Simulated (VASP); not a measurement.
A run of VASP 6.6.1 is set up as follows.

Contents of INCAR:

```
ALGO = Normal
EDIFF = 1E-7
ENCUT = 520
GGA = PS
ISIF = 2
ISMEAR = 0
LASPH = True
LCHARG = False
LREAL = False
LWAVE = False
NBANDS = 31
NELM = 60
PREC = Accurate
SIGMA = 0.01
```

Contents of KPOINTS:

```
k-points
0
Gamma
  4 4 6
```

Contents of POSCAR:

```
HfO2
1.0
    4.9079399680      0.0000000000      0.0000000000
    0.0000000000      4.9079399680      0.0000000000
    0.0000000000      0.0000000000      3.2682822352
Hf O
2 4
Direct
    0.0000000000      0.0000000000      0.0000000000
    0.5000000000      0.5000000000      0.5000000000
    0.1949550000      0.8050450000      0.5000000000
    0.3050450000      0.3050450000      0.0000000000
    0.6949550000      0.6949550000      0.0000000000
    0.8050450000      0.1949550000      0.5000000000
```

Potentials or basis: VASP PAW PBE potentials, release 64 (Hf_pv, O).

Run with:

```bash
$ cat potpaw_PBE.64/Hf_pv/POTCAR potpaw_PBE.64/O/POTCAR > POTCAR
$ mpirun -np 1 vasp_std > vasp.out
```

Estimate the band gap on the k mesh.

3.65 eV, direct.

Predict the largest force.

0.205 eV/Å.

Stress tensor (GPa, compression positive):
```
-11.53   0.00   0.00
  0.00 -11.53   0.00
  0.00   0.00 -15.53
```

Caveat: the PAW data sets were made with another functional, which shifts forces and pressure a little; spin-orbit coupling is left out, which moves the levels of the heavy elements. PBEsol gaps usually lie below the measured ones, often by a third to a half.
